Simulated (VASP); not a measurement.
The system is AlN.

```xyz
2
Lattice="0.0000 2.2016 2.2016 2.2016 0.0000 2.2016 2.2016 2.2016 0.0000" Properties=species:S:1:pos:R:3 pbc="T T T"
Al    0.0000    0.0000    0.0000
N     3.3024    3.3024    3.3024
```

Base run:

```yaml
Program: VASP 6.6.1
Functional: PBE
Potentials_or_basis: VASP PAW PBE potentials, release 64 (Al, N)
Cutoff: 520 eV
k_mesh: 10 × 10 × 10
Occupations: gaussian, width 0.02 eV
Spin: no spin polarisation
```

Its results: band gap on the k mesh 3.30 eV (least direct gap 3.98 eV); pressure -0.3 GPa.

Q: The run is repeated on the same cell with these changes: functional from PBE to r2SCAN. What comes out?

A: Band gap on the k mesh 3.92 eV (least direct gap 4.67 eV); pressure -5.0 GPa.

Caveats: the cell stands under tension (at least some runs); the PAW data sets were made with another functional, which shifts forces and pressure a little (at least some runs).

A k mesh can miss the band edges.
